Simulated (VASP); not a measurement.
Input of a VASP 6.6.1 run:

Contents of POSCAR:

```
AlN
1.0
    0.0000000000      2.0345180000      2.0345180000
    2.0345180000      0.0000000000      2.0345180000
    2.0345180000      2.0345180000      0.0000000000
Al N
1 1
Direct
    0.5000000000      0.5000000000      0.5000000000
    0.0000000000      0.0000000000      0.0000000000
```

File INCAR.step1:

```
ALGO = Normal ; EDIFF = 1E-5
EDIFFG = -0.005 ; ENCUT = 660
GGA = PE ; GGA_COMPAT = False
IBRION = 2 ; ISIF = 3
ISMEAR = 0 ; LASPH = True
LCHARG = False ; LREAL = False
LWAVE = True ; NELM = 120
NELMIN = 4 ; NSW = 100
PREC = Accurate ; SIGMA = 0.02
```

The input INCAR.step2:

```
ALGO = Normal ; BPARAM = 11.95
CPARAM = 0.0093 ; EDIFF = 1E-7
EDIFFG = -0.002 ; ENCUT = 660
GGA_COMPAT = False ; IBRION = 2
ISIF = 3 ; ISMEAR = 0
ISTART = 1 ; IVDW_NL = 2
LASPH = True ; LCHARG = False
LMIXTAU = True ; LREAL = False
LUSE_VDW = True ; LWAVE = False
METAGGA = R2SCAN ; NELM = 120
NELMIN = 4 ; NSW = 100
PREC = Accurate ; SIGMA = 0.02
```

KPOINTS

```
k-points
0
Gamma
  10 10 10
```

Potentials or basis: VASP PAW PBE potentials, release 64 (Al, N).

Command:

```bash
$ cat potpaw_PBE.64/Al/POTCAR potpaw_PBE.64/N/POTCAR > POTCAR
$ cp INCAR.step1 INCAR
$ mpirun -np 1 vasp_std > vasp.out
$ cp INCAR.step2 INCAR
$ mpirun -np 1 vasp_std > vasp.out
```

(1) Estimate the space group after relaxing (to 0.05 Å).

(2) Estimate the relaxed cell.

(3) Predict the band gap on the k mesh.

Results:

(1) Fm-3m (No. 225).

(2) a = 2.850 Å, b = 2.850 Å, c = 2.850 Å, α = 60.00°, β = 60.00°, γ = 60.00°.

(3) 5.56 eV, indirect (least direct gap 6.64 eV).
